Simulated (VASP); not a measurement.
# Al5Si3C3N5 (P1) in VASP: single point with PBEsol

Aim: the single point of Al5Si3C3N5 with PBEsol.

Everything below comes from runs of VASP 6.6.1. Logs are shortened: lines on timing, memory, paths and dates and some standing lists are left out, and cuts for length are marked.

**1. The cell of the first run**

The typed cell holds 32 atoms: a = 6.199 Å, b = 5.368 Å, c = 10.016 Å, α = 90.00°, β = 90.00°, γ = 90.00°.

**2. Single point, PBEsol**

INCAR

```
SYSTEM = Al5Si3C3N5
PREC = Accurate ; ENCUT = 520
EDIFF = 1E-7 ; ISMEAR = -1
SIGMA = 0.05 ; LREAL = Auto
LASPH = .True. ; NELM = 100
ALGO = Normal ; ISIF = 2
LWAVE = .False. ; LCHARG = .False.
GGA = PS ; NBANDS = 86
```

KPOINTS

```
Automatic mesh
0
Gamma
  1 1 1
  0 0 0
```

POSCAR

```
Al5Si3C3N5
1.0
    6.1989050000      0.0000000000      0.0000000000
    0.0000000000      5.3684090000      0.0000000000
    0.0000000000      0.0000000000     10.0157290000
Si Al N C
6 10 10 6
Direct
    0.2810430000      0.1624060000      0.2584490000
    0.5135030000      0.6778920000      0.7362430000
    0.0131110000      0.3190760000      0.4881860000
    0.0032800000      0.3252320000      0.9846930000
    0.4992050000      0.3584120000      0.4696650000
    0.2306240000      0.8185590000      0.4943550000
    0.2428330000      0.1701700000      0.7401410000
    0.0101210000      0.6752780000      0.2510580000
    0.0076190000      0.6586120000      0.7451790000
    0.7646430000      0.1768190000      0.2499060000
    0.7571880000      0.1914170000      0.7252770000
    0.4810920000      0.6717960000      0.2616690000
    0.4942150000      0.3260310000      0.0045500000
    0.2374730000      0.8082380000      0.9832930000
    0.7588140000      0.8411110000      0.4969140000
    0.7678510000      0.8408650000      0.9971410000
    0.9804740000      0.3452980000      0.1932470000
    0.4815070000      0.3259400000      0.1908200000
    0.4974380000      0.3338440000      0.6876860000
    0.2715190000      0.8623440000      0.6744940000
    0.7704220000      0.8493800000      0.1824930000
    0.2300610000      0.1981050000      0.4502240000
    0.2207640000      0.1622550000      0.9565120000
    0.9711670000      0.6890780000      0.9493800000
    0.7376810000      0.1751810000      0.9345810000
    0.5026860000      0.6792010000      0.9356500000
    0.9869430000      0.3295280000      0.6898890000
    0.2497770000      0.8635730000      0.1919420000
    0.7727750000      0.8324940000      0.6708040000
    0.9929640000      0.6581020000      0.4322450000
    0.7645100000      0.1568790000      0.4390720000
    0.5137660000      0.6642350000      0.4306340000
```

Potentials or basis: VASP PAW PBE potentials, release 64 (Si, Al, N, C).

Started as:

```console
$ cat potpaw_PBE.64/Si/POTCAR potpaw_PBE.64/Al/POTCAR potpaw_PBE.64/N/POTCAR potpaw_PBE.64/C/POTCAR > POTCAR
$ mpirun -np 1 vasp_gam > vasp.out
```

OUTCAR:

```text
SYSTEM = Al5Si3C3N5
   PREC = Accurate
   ENCUT = 520
   EDIFF = 1E-7
   ISMEAR = -1
   LREAL = Auto
   LASPH = .True.
   NELM = 100
   ISIF = 2
   GGA = PS

 ion  position               nearest neighbor table
   1  0.281  0.162  0.258-  18 1.67  28 1.75  22 1.96  17 2.20   5 2.72  12 2.91   3 2.96  13 3.00
                            10 3.00  12 3.00   6 3.01   8 3.11  10 3.20   8 3.23
   2  0.514  0.678  0.736-  20 1.90  19 1.91  29 1.92  26 2.00  15 2.97  11 3.02   9 3.07   6 3.08
                            14 3.09   7 3.13   9 3.14  11 3.15  16 3.17   7 3.20
   3  0.013  0.319  0.488-  22 1.54  31 1.84  30 1.91  27 2.03  11 2.94  10 2.94   1 2.96   6 3.00
                             7 3.01   6 3.01  15 3.01   5 3.03   8 3.05   9 3.15  15 3.22
   4  0.003  0.325  0.985-  23 1.63  25 1.90  24 1.99  17 2.10  14 2.97   7 2.98  16 2.98   9 2.99
                            13 3.05  11 3.10  16 3.13  14 3.13  10 3.14  13 3.16
   5  0.499  0.358  0.470-  32 1.69  22 1.89  31 1.99  19 2.19  12 2.68   1 2.72  10 2.92   6 2.99
                             3 3.03  15 3.06  11 3.15  15 3.22
   6  0.231  0.819  0.494-  30 1.82  20 1.84  32 2.04  22 2.08   8 2.90  12 2.91  15 2.93   5 2.99
                             9 2.99   3 3.00   3 3.01   1 3.01   2 3.08   7 3.10
   7  0.243  0.170  0.740-  20 1.79  27 1.87  19 1.88  23 2.17   4 2.98   9 3.00   3 3.01  11 3.02
                             6 3.10   9 3.11  14 3.12   2 3.13  13 3.18  11 3.19   2 3.20
   8  0.010  0.675  0.251-  30 1.82  17 1.87  21 1.88  28 1.89   6 2.90  12 2.92  15 3.05   3 3.05
                            10 3.08  16 3.08  10 3.09   1 3.11  14 3.11   1 3.23  12 3.28
   9  0.008  0.659  0.745-  27 1.86  29 1.88  24 2.06  20 2.09  14 2.89  11 2.96   4 2.99   6 2.99
                             7 3.00   2 3.07  15 3.09  16 3.09   7 3.11   2 3.14   3 3.15  11 3.26
  10  0.765  0.177  0.250-  17 1.71  21 1.88  31 1.90  18 2.02   5 2.92   3 2.94   1 3.00  15 3.06
                             8 3.08  13 3.08   8 3.09  16 3.11   4 3.14  12 3.19   1 3.20  12 3.23
  11  0.757  0.191  0.725-  27 1.64  19 1.82  29 2.00  25 2.10   3 2.94   9 2.96  15 2.96   7 3.02
                             2 3.02   4 3.10   2 3.15   5 3.15   7 3.19   9 3.26  16 3.31  13 3.32
  12  0.481  0.672  0.262-  32 1.70  28 1.90  18 1.99  21 2.18   5 2.68   6 2.91   1 2.91   8 2.92
                             1 3.00  15 3.06  13 3.18  10 3.19  10 3.23  14 3.25   8 3.28  16 3.32
  13  0.494  0.326  0.005-  25 1.85  18 1.87  23 1.97  26 2.02   1 3.00  14 3.05   4 3.05  10 3.08
                            16 3.11   4 3.16  12 3.18   7 3.18  14 3.21  16 3.24  11 3.32
  14  0.237  0.808  0.983-  24 1.80  26 1.85  23 1.92  28 2.11   9 2.89  16 2.92   4 2.97  13 3.05
                             2 3.09   8 3.11   7 3.12   4 3.13  13 3.21  12 3.25  16 3.30
  15  0.759  0.841  0.497-  29 1.74  31 1.79  30 1.87  32 1.91   6 2.93  11 2.96   2 2.97   3 3.01
                             8 3.05  12 3.06  10 3.06   5 3.06   9 3.09   3 3.22   5 3.22
  16  0.768  0.841  0.997-  24 1.58  21 1.86  25 1.91  26 1.96  14 2.92   4 2.98   8 3.08   9 3.09
                            10 3.11  13 3.11   4 3.13   2 3.17  13 3.24  14 3.30  11 3.31  12 3.32
  17  0.980  0.345  0.193-  10 1.71   8 1.87   4 2.10   1 2.20
  18  0.482  0.326  0.191-   1 1.67  13 1.87  12 1.99  10 2.02
  19  0.497  0.334  0.688-  11 1.82   7 1.88   2 1.91   5 2.19
  20  0.272  0.862  0.674-   7 1.79   6 1.84   2 1.90   9 2.09
  21  0.770  0.849  0.182-  16 1.86  10 1.88   8 1.88  12 2.18
  22  0.230  0.198  0.450-   3 1.54   5 1.89   1 1.96   6 2.08
[... 8 lines left out ...]
  31  0.765  0.157  0.439-  15 1.79   3 1.84  10 1.90   5 1.99
  32  0.514  0.664  0.431-   5 1.69  12 1.70  15 1.91   6 2.04

  LATTYP: Found a simple orthorhombic cell.
 ALAT       =     5.3684090000
 B/A-ratio  =     1.1547005826
 C/A-ratio  =     1.8656791984

  Lattice vectors:

 A1 = (   0.0000000000,  -5.3684090000,   0.0000000000)
 A2 = (   6.1989050000,   0.0000000000,   0.0000000000)
 A3 = (   0.0000000000,   0.0000000000,  10.0157290000)

Analysis of symmetry for initial positions (statically):
=====================================================================
 Subroutine PRICEL returns:
 Original cell was already a primitive cell.

 Routine SETGRP: Setting up the symmetry group for a
 simple orthorhombic supercell.

 Subroutine GETGRP returns: Found  1 space group operations
 (whereof  1 operations were pure point group operations)
 out of a pool of  8 trial point group operations.

The static configuration has the point symmetry C_1 .

Analysis of symmetry for dynamics (positions and initial velocities):
=====================================================================
 Subroutine PRICEL returns:
 Original cell was already a primitive cell.

 Routine SETGRP: Setting up the symmetry group for a
 simple orthorhombic supercell.

 Subroutine GETGRP returns: Found  1 space group operations
 (whereof  1 operations were pure point group operations)
 out of a pool of  8 trial point group operations.

The dynamic configuration has the point symmetry C_1 .

 Subroutine INISYM returns: Found  1 space group operations
 (whereof  1 operations are pure point group operations),
 and found     1 'primitive' translations

----------------------------------------------------------------------------------------

                                     Primitive cell

  volume of cell :     333.3060

  direct lattice vectors                    reciprocal lattice vectors
     6.198905000  0.000000000  0.000000000     0.161318814  0.000000000  0.000000000
     0.000000000  5.368409000  0.000000000     0.000000000  0.186274928  0.000000000
     0.000000000  0.000000000 10.015729000     0.000000000  0.000000000  0.099842957

  length of vectors
     6.198905000  5.368409000 10.015729000     0.161318814  0.186274928  0.099842957

  position of ions in fractional coordinates (direct lattice)
     0.281043000  0.162406000  0.258449000
     0.513503000  0.677892000  0.736243000
     0.013111000  0.319076000  0.488186000
     0.003280000  0.325232000  0.984693000
     0.499205000  0.358412000  0.469665000
     0.230624000  0.818559000  0.494355000
[... 24 lines left out ...]
     0.764510000  0.156879000  0.439072000
     0.513766000  0.664235000  0.430634000

  ion indices of the primitive-cell ions
   primitive index   ion index
                 1           1
                 2           2
                 3           3
                 4           4
                 5           5
                 6           6
[... 24 lines left out ...]
                31          31
                32          32

----------------------------------------------------------------------------------------

 KPOINTS: Automatic mesh

Automatic generation of k-mesh.
 Grid dimensions read from file:
 generate k-points for:    1    1    1

 Generating k-lattice:

  Cartesian coordinates                     Fractional coordinates (reciprocal lattice)
     0.161318814  0.000000000  0.000000000     1.000000000  0.000000000  0.000000000
     0.000000000  0.186274928  0.000000000     0.000000000  1.000000000  0.000000000
     0.000000000  0.000000000  0.099842957     0.000000000  0.000000000  1.000000000

  Length of vectors
     0.161318814  0.186274928  0.099842957

  Shift w.r.t. Gamma in fractional coordinates (k-lattice)
     0.000000000  0.000000000  0.000000000

 Subroutine IBZKPT returns following result:
 ===========================================

 Found      1 irreducible k-points:

 Following reciprocal coordinates:
            Coordinates               Weight
  0.000000  0.000000  0.000000      1.000000
   k-points           NKPTS =      1   k-points in BZ     NKDIM =      1   number of bands    NBANDS=     86
   number of dos      NEDOS =    301   number of ions     NIONS =     32
   total plane-waves  NPLWV = 153600
   dimension x,y,z NGX =    48 NGY =   40 NGZ =   80
   dimension x,y,z NGXF=    96 NGYF=   80 NGZF=  160
   ions per type =               6  10  10   6
   NGX,Y,Z   is equivalent  to a cutoff of  12.87, 12.39, 13.28 a.u.
   NGXF,Y,Z  is equivalent  to a cutoff of  25.75, 24.77, 26.56 a.u.
 SYSTEM =  Al5Si3C3N5
   PREC   = accura    normal or accurate (medium, high low for compatibility)
   ISTART =      0    job   : 0-new  1-cont  2-samecut
   ICHARG =      2    charge: 1-file 2-atom 10-const
   ISPIN  =      1    spin polarized calculation?
   LNONCOLLINEAR =      F non collinear calculations
   LSORBIT =      F    spin-orbit coupling
   LASPH  =      T    aspherical Exc in radial PAW
   ENCUT  =  520.0 eV  38.22 Ry    6.18 a.u.  11.53  9.98 18.62*2*pi/ulx,y,z
   NELM   =    100;   NELMIN=  2; NELMDL= -5     # of ELM steps
   EDIFF  = 0.1E-06   stopping-criterion for ELM
   LREAL  =      T    real-space projection
   EDIFFG = 0.1E-05   stopping-criterion for IOM
   NSW    =      0    number of steps for IOM
   IBRION =     -1    ionic relax: 0-MD 1-quasi-New 2-CG
   NFREE  =      0    steps in history (QN), initial steepest desc. (CG)
   ISIF   =      2    stress and relaxation
   ISYM   =      2    0-nonsym 1-usesym 2-fastsym
   POTIM  = 0.5000    time-step for ionic-motion
   TEBEG  =    0.0;   TEEND  =   0.0 temperature during run
   PSTRESS=    0.0 pullay stress
   NELECT =     128.0000    total number of electrons
   NUPDOWN=      -1.0000    fix difference up-down
   EMIN   =  10.00;   EMAX   =-10.00  energy-range for DOS
   EFERMI =   0.00;   METHOD = LEGACY
   ISMEAR =    -1;   SIGMA  =   0.05  broadening in eV -4-tet -1-fermi 0-gaus
   EFERMI_NEDOS =   21; number of points for ismear=-14 and -15
   IALGO  =     38    algorithm
   IMIX   =      4    mixing-type and parameters
     AMIX     =   0.40;   BMIX     =  1.00
     AMIX_MAG =   1.60;   BMIX_MAG =  1.00
  volume/ion in A,a.u.               =      10.42        70.29
  Fermi-wavevector in a.u.,A,eV,Ry     =   1.189955  2.248688 19.265744  1.415992
  Thomas-Fermi vector in A             =   2.326050
   LORBIT       =      0    0 simple, 1 ext, 2 COOP (PROOUT), +10 PAW based schemes
   GGA     = PS    functional components
   LHFCALC =     F    Hartree Fock is set to
   AEXX    =    0.0000 exact exchange contribution
   IVDW    =     0    specifies the selected vdW correction
   LEPSILON=     F    determine dielectric tensor
   LRPA    =     F    only Hartree local field effects (RPA)
 non-spin polarized calculation
  energy-cutoff  :      520.00
  volume of cell :      333.31
 maximum number of plane-waves:      4477
 NGX is ok and might be reduce to    48
   NGX = 23   NGY = 19   NGZ = 37

 number of electron     127.9999999 magnetization

 Free energy of the ion-electron system (eV)
  ---------------------------------------------------
  ext. energy  EPLUGINS =         0.00000000
  ---------------------------------------------------
  free energy    TOTEN  =      -230.03419862 eV

  energy without entropy =     -230.03419834  energy(sigma->0) =     -230.03419848

 E-fermi :   8.8499     XC(G=0): -11.2463

 val. band max:        8.0317086040   @ k =   0.0000   0.0000   0.0000
 cond. band min:       9.6661352609   @ k =   0.0000   0.0000   0.0000
 fundamental gap:      1.6344266570
 Fermi energy:         8.8498564110

 k-point     1 :       0.0000    0.0000    0.0000
  band No.  band energies     occupation
      1     -10.4542      2.00000
      2      -9.2915      2.00000
      3      -8.5676      2.00000
      4      -8.2339      2.00000
      5      -7.7651      2.00000
      6      -7.2387      2.00000
[... 68 lines left out ...]
     75      12.1331      0.00000
     76      12.2926      0.00000
 [bands above 76 left out]

------------------------ aborting loop because EDIFF is reached ----------------------------------------

  FORCE on cell =-STRESS in cart. coord.  units (eV):
  Direction    XX          YY          ZZ          XY          YZ          ZX
  --------------------------------------------------------------------------------------
  -------------------------------------------------------------------------------------
  Total       49.9661919      2.0259902     13.5268414     -4.6268291     -2.2604755     -5.8352276
  in kB      240.1837894      9.7387851     65.0225262    -22.2408252    -10.8659385    -28.0495077
  external PRESSURE =     104.9817002 kB  Pullay stress =       0.0000000 kB

 VOLUME and BASIS-vectors are now :
 -----------------------------------------------------------------------------
  energy-cutoff  :      520.00
  volume of cell :      333.31
      direct lattice vectors                 reciprocal lattice vectors
     6.198905000  0.000000000  0.000000000     0.161318814  0.000000000  0.000000000
     0.000000000  5.368409000  0.000000000     0.000000000  0.186274928  0.000000000
     0.000000000  0.000000000 10.015729000     0.000000000  0.000000000  0.099842957

 POSITION                                       TOTAL-FORCE (eV/Angst)
 -----------------------------------------------------------------------------------
      1.74216      0.87186      2.58856        -4.342534     -1.029137     -2.020514
      3.18316      3.63920      7.37401         1.928909     -0.009676     -0.324970
      0.08127      1.71293      4.88954        -8.961171      6.038940      4.227205
      0.02033      1.74598      9.86242        -5.027373      1.793622      2.651834
      3.09452      1.92410      4.70404         2.352560     -3.311961      4.196977
      1.42962      4.39436      4.95133         1.961231     -0.811369     -0.212613
[... 24 lines left out ...]
      4.73912      0.84219      4.39763        -2.465605      4.742819     -0.672713
      3.18479      3.56589      4.31311        -3.859789      1.898377      5.064904
 -----------------------------------------------------------------------------------
    total drift:                               -0.008818      0.019059     -0.021272

  FREE ENERGIE OF THE ION-ELECTRON SYSTEM (eV)
  ---------------------------------------------------
  free  energy   TOTEN  =      -230.0341986195 eV

  energy  without entropy=     -230.0341983366  energy(sigma->0) =     -230.03419848
```

Run time: 39 s. Hardware: 1 thread of AMD EPYC 9R45 (Zen 5), shared host; peak memory 0.33 GiB.

Results:

| Quantity | Value |
| --- | --- |
| Free energy | -230.0342 eV |
| Pressure | 10.5 GPa |
| Largest force | 12.141 eV/Å |
| Band gap on the k mesh | 1.63 eV |

Forces on the atoms (eV/Å):
```
Si  -4.343 -1.029 -2.021
Si   1.929 -0.010 -0.325
Si  -8.961  6.039  4.227
Si  -5.027  1.794  2.652
Si   2.353 -3.312  4.197
Si   1.961 -0.811 -0.213
Al   0.262  1.742  0.800
Al  -1.504  0.762 -2.300
Al  -0.630  1.503 -0.487
Al  -2.350 -2.605 -0.500
Al  -5.414 -4.728  2.177
Al   2.037  1.278 -6.605
Al  -0.334  0.456 -0.955
Al   1.281  2.039  3.235
Al  -0.545 -2.302 -2.004
Al  -7.908  4.121  2.981
N    5.045  0.824 -3.364
N    1.631  1.318  0.556
N   -1.696  2.594 -0.693
N    0.448 -3.680  0.264
N   -2.091 -0.861 -0.014
N    9.664 -4.562 -3.477
N    3.067  0.238 -2.547
N    8.461 -7.665 -4.130
N    2.345  1.102  0.410
N   -1.208 -1.004 -2.105
C    7.617  2.022 -2.859
C    0.659 -0.490 -0.394
C   -3.544 -0.348  6.283
C    3.122 -1.067  2.818
C   -2.466  4.743 -0.673
C   -3.860  1.898  5.065
```

Caveat: the k points lie up to 1.17 Å⁻¹ apart; the PAW data sets were made with another functional, which shifts forces and pressure a little. PBEsol gaps usually lie below the measured ones, often by a third to a half.
